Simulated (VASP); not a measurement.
Input of a VASP 6.6.1 run:

Contents of POSCAR:

```
BaTiO3
1.0
    2.8276681600     -4.8976649200      0.0000000000
    5.6553363200      0.0000000000      0.0000000000
    2.8276681600     -1.6325549700      4.6354632200
Ba Ti O
2 2 6
Direct
    0.9177924700      0.9677509100      0.9738373600
    0.5774295100      0.6545572300      0.3489314600
    0.8554444300      0.7046525900      0.7824091600
    0.2254501000      0.1942032400      0.3459340700
    0.1078378300      0.4659246800      0.9425172400
    0.5268240400      0.0623520400      0.3607577300
    0.6266454800      0.3989537400      0.0195656800
    0.8613690900      0.0487807000      0.5609802200
    0.5045799500      0.9888950700      0.0529161400
    0.8179271000      0.5352298000      0.5482509300
```

File INCAR.step1:

```
SYSTEM = BaTiO3
PREC = Accurate ; ENCUT = 520
ISMEAR = -1 ; SIGMA = 0.05
LREAL = .False. ; LASPH = .True.
NELM = 60 ; NBANDS = 51
GGA = PE ; ALGO = Normal
EDIFF = 1E-4 ; LWAVE = .True.
LCHARG = .False. ; KPAR = 4
```

Contents of INCAR.step2:

```
SYSTEM = BaTiO3
PREC = Accurate ; ENCUT = 520
EDIFF = 1E-6 ; ISMEAR = -1
SIGMA = 0.05 ; LREAL = .False.
LASPH = .True. ; NELM = 60
ALGO = Normal ; ISIF = 2
LWAVE = .False. ; LCHARG = .False.
METAGGA = R2SCAN ; LMIXTAU = .True.
NBANDS = 51 ; ISTART = 1
KPAR = 4
```

The input KPOINTS:

```
regular mesh
0
Gamma
  6 6 6
  0 0 0
```

Potentials or basis: VASP PAW PBE potentials, release 64 (Ba_sv, Ti_sv, O).

The run is started by

```bash
$ cat potpaw_PBE.64/Ba_sv/POTCAR potpaw_PBE.64/Ti_sv/POTCAR potpaw_PBE.64/O/POTCAR > POTCAR
$ cp INCAR.step1 INCAR
$ mpirun -np 4 vasp_std > vasp.out
$ cp INCAR.step2 INCAR
$ mpirun -np 4 vasp_std > vasp.out
```

(1) Predict the band gap on the k mesh.

(2) Predict the largest force.

Answers

(1) 0.51 eV (least direct gap 0.58 eV).

(2) 26.955 eV/Å.

Caveat: atoms lie so close that the PAW spheres overlap strongly, which falsifies energies and pressures; the PAW data sets were made with another functional, which shifts forces and pressure a little; spin-orbit coupling is left out, which moves the levels of the heavy elements.
